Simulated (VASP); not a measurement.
Wanted: the native input for a VASP 6.6.1 run.

| Property | Result |
| --- | --- |
| Task | relaxation of cell and atoms |
| Functional | PBEsol |
| Potentials or basis | VASP PAW PBE potentials, release 64 (Sc_sv, Al) |
| Cutoff | 600 eV |
| k mesh | 12 × 12 × 12 |
| Occupations | gaussian, width 0.1 eV |
| Spin | no spin polarisation |
| Dipole correction | no |
| Further INCAR settings | ALGO = Normal; EDIFF = 1e-06; IBRION = 2; EDIFFG = -0.01; NSW = 80; ISIF = 3 |

The structure of ScAl lies in POSCAR:

```
ScAl
1.0
    3.3703489700      0.0000000000      0.0000000000
    0.0000000000      3.3703489700      0.0000000000
    0.0000000000      0.0000000000      3.3703489700
Sc Al
1 1
Direct
    0.5000000000      0.5000000000      0.5000000000
    0.0000000000      0.0000000000      0.0000000000
```

The input as run:

INCAR

```
PREC = Accurate
ENCUT = 600
EDIFF = 1E-6
ISMEAR = 0
SIGMA = 0.1
LREAL = F
LASPH = T
NELM = 100
ALGO = Normal
ISIF = 3
LWAVE = F
LCHARG = F
GGA = PS
IBRION = 2
NSW = 80
EDIFFG = -0.01
```

KPOINTS

```
Automatic mesh
0
Gamma
  12 12 12
```

Potentials or basis: VASP PAW PBE potentials, release 64 (Sc_sv, Al).

The run is started by

```sh
$ cat potpaw_PBE.64/Sc_sv/POTCAR potpaw_PBE.64/Al/POTCAR > POTCAR
$ mpirun -np 1 vasp_std > vasp.out
```

Results of the run:

| Item | Value |
| --- | --- |
| Relaxed volume | 18.74 Å³/atom |
| Relaxed cell | a = 3.347 Å, b = 3.347 Å, c = 3.347 Å, α = 90.00°, β = 90.00°, γ = 90.00° |
| Space group after relaxing (to 0.05 Å) | Pm-3m (No. 221) |
| Energy gained by relaxing | 2.1 meV/atom |
| Ionic steps | 3 |
| Pressure after relaxing | 0.0 GPa |
| Band gap on the k mesh | zero (band 7 reaches 6.47 eV, above the bottom of band 8 at 5.28 eV) |

Caveat: the PAW data sets were made with another functional, which shifts forces and pressure a little.

It took 60 s on 1 thread of Intel(R) Xeon(R) Platinum 8259CL CPU @ 2.50GHz (Skylake/Cascade Lake), with other jobs on the host, peak memory 0.2 GiB.
